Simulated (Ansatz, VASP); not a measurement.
**Ir in VASP and in Ansatz**

```
Ir
1.0
     0.00000    1.91970    1.83331
     1.91970    0.00000    1.83331
     1.91970    1.91970    0.00000
Ir
1
Direct
  0.00000 0.00000 0.00000
```

Change from the starting cell: strain -0.0450 x Voigt [0, 0, 1, 0, 0, 0], atoms carried along.

Alike in both runs: task single point; functional LDA; k mesh 8 × 8 × 8; occupations gaussian, width 0.15 eV; no spin polarisation.

|  | VASP | Ansatz |
| --- | --- | --- |
| version | VASP 6.6.1 | Ansatz 0.2.0 |
| potentials or method | VASP PAW LDA potentials, release 64 (Ir), cutoff 520 eV | scalar-relativistic, plane waves, PAW |
| valence electrons in the cell | 9 | 17 |

Ansatz gave:

```
gap on the k mesh at the Fermi level (eV)                     : none
pressure (GPa)                                                : 12.5
traceless stress, the component that is largest in VASP (GPa) : 12.43
```

Which values does VASP return?

gap on the k mesh at the Fermi level (eV): none; pressure (GPa): 15.4; traceless stress, the component that is largest in VASP (GPa): 12.34.

LDA's correlation is that of Perdew and Zunger in VASP and of Perdew and Wang (1992) in Ansatz. A gap of «none» marks a metal or a gap that the smearing closes. VASP's potentials hold 9 valence electrons a cell and Ansatz's 17, so a difference there can come from the potentials and not from the codes.

Neither program's run includes spin-orbit coupling.
